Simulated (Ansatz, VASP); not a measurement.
## BN in VASP and in Ansatz

```
B N
1.0
     4.32320    0.00000    0.00000
     0.00000    4.32320    0.00000
     0.00000    0.00000    2.47270
B N
4 4
Direct
  0.17428 0.82572 0.50000
  0.32572 0.32572 0.00000
  0.67428 0.67428 0.00000
  0.82572 0.17428 0.50000
  0.81261 0.81261 0.50000
  0.31261 0.68739 0.00000
  0.68739 0.31261 0.00000
  0.18739 0.18739 0.50000
```

Alike in both runs: task single point; functional PBE; k mesh 6 × 6 × 10; occupations gaussian, width 0.05 eV; no spin polarisation.

```csv
,VASP,Ansatz
version,VASP 6.6.1,Ansatz 0.2.0
potentials or method,"VASP PAW PBE potentials, release 64 (B, N), cutoff 520 eV","scalar-relativistic, plane waves, PAW"
valence electrons in the cell,32,32
```

Ansatz gave:

| Quantity | Value |
| --- | --- |
| gap on the k mesh at the Fermi level (eV) | 4.77 |
| least direct gap on the mesh (eV) | 5.96 |
| rms of the force components (eV/Å) | 0.048 |

**Question.** Which values does VASP return?

**Answer.** gap on the k mesh at the Fermi level (eV): 4.75; least direct gap on the mesh (eV): 5.94; rms of the force components (eV/Å): 0.049.

Atom by atom the forces differ by 0.002 eV/Å (rms over components). With one functional, cell and mesh, what is left measures potentials, basis and numerics.
